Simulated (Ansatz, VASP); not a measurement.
**Two plane-wave programs on GaN**

```
CELL_PARAMETERS angstrom
2.63180 0.00000 0.00000
-1.31590 2.27920 0.00000
0.00000 0.00000 4.37591
ATOMIC_POSITIONS crystal
Ga 0.00000 0.00000 0.50000
N 0.66667 0.33333 0.00000
```

Change from the starting cell: species swapped into the AgPd type (P-6m2, No. 187).

Alike in both runs: task relaxation of cell and atoms; functional PBE; k mesh 6 × 6 × 4; occupations gaussian, width 0.1 eV; no spin polarisation.

|  | VASP | Ansatz |
| --- | --- | --- |
| version | VASP 6.6.1 | Ansatz 0.2.0 |
| potentials or method | VASP PAW PBE potentials, release 64 (Ga_d, N), cutoff 600 eV | scalar-relativistic, plane waves, PAW |
| valence electrons in the cell | 18 | 18 |

VASP gave:

- gap on the k mesh at the Fermi level, each at its own relaxed structure (eV): none
- relaxed volume (Å³/atom): 10.48
- relaxed length of the cell vector where the two differ most in proportion (Å): 2.678

Problem. Estimate Ansatz's values.

Solution. gap on the k mesh at the Fermi level, each at its own relaxed structure (eV): none; relaxed volume (Å³/atom): 10.44; relaxed length of the cell vector where the two differ most in proportion (Å): 2.675.

A gap of «none» marks a metal or a gap that the smearing closes.

The k mesh is coarse, so the values compare programs but aren't converged. Noted on VASP's run: the volume moved by over 15 % at a fixed basis, so the end points are rough.
